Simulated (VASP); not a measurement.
MnS:

```
CELL_PARAMETERS angstrom
0.00000 2.60450 2.60450
2.60450 0.00000 2.60450
2.60450 2.60450 0.00000
ATOMIC_POSITIONS crystal
Mn 0.00000 0.00000 0.00000
S 0.50000 0.50000 0.50000
```

- Program: VASP 6.6.1
- Task: relaxation of cell and atoms
- Functional: PBEsol
- Potentials or basis: VASP PAW PBE potentials, release 64 (Mn_pv, S)
- Cutoff: 600 eV
- k mesh: 9 × 9 × 9
- Occupations: fermi-dirac, width 0.05 eV
- Spin: collinear spin, ferromagnetic start
- Starting moments: [4.0, 0.0] μB

At the start: pressure -7.2 GPa; volume 17.67 Å³/atom.

Problem. Where does the relaxation end?

Solution. Over 14 steps the energy falls by 66.4 meV/atom and the volume is 14.90 Å³/atom (-15.7 %); space group Fm-3m (No. 225, to 0.1 Å) before and after; moment 3.99 μB per cell.

The path:
| step | energy change (eV) | largest force (eV/Å) | pressure (GPa) | volume (Å³) |
| --- | --- | --- | --- | --- |
| 1 | 0.0000 | 0.0000 | -7.18 | 35.33 |
| 2 | -0.1170 | 0.0000 | -2.45 | 31.44 |
| 3 | -0.1327 | 0.0000 | 0.27 | 29.68 |
| 4 | -0.1327 | 0.0000 | -0.20 | 29.84 |
| 5 | -0.1327 | 0.0000 | -0.22 | 29.84 |
| 6 | -0.1327 | 0.0000 | -0.18 | 29.83 |
| 7 | -0.1327 | 0.0000 | -0.18 | 29.83 |
| 8 | -0.1327 | 0.0000 | -0.17 | 29.83 |
| 9 | -0.1328 | 0.0000 | -0.16 | 29.83 |
| 10 | -0.1328 | 0.0000 | -0.19 | 29.83 |
| 11 | -0.1328 | 0.0000 | -0.19 | 29.83 |
| 12 | -0.1328 | 0.0000 | -0.15 | 29.82 |
| 13 | -0.1328 | 0.0000 | -0.12 | 29.81 |
| 14 | -0.1328 | 0.0000 | -0.07 | 29.80 |

Final structure:
```cif
data_structure
_symmetry_space_group_name_H-M 'P 1'
_symmetry_Int_Tables_number 1
_cell_length_a 3.4798
_cell_length_b 3.4798
_cell_length_c 3.4798
_cell_angle_alpha 60.000
_cell_angle_beta 60.000
_cell_angle_gamma 60.000
_cell_volume 29.80
loop_
_atom_site_label
_atom_site_type_symbol
_atom_site_fract_x
_atom_site_fract_y
_atom_site_fract_z
_atom_site_occupancy
Mn1 Mn 0.00000 0.00000 0.00000 1
S1 S 0.50000 0.50000 0.50000 1
```

Caveat: the volume moved by over 15 % at a fixed basis, so the end points are rough; the PAW data sets were made with another functional, which shifts forces and pressure a little; a cell with one magnetic atom can't hold antiferromagnetic order, which such compounds often take.
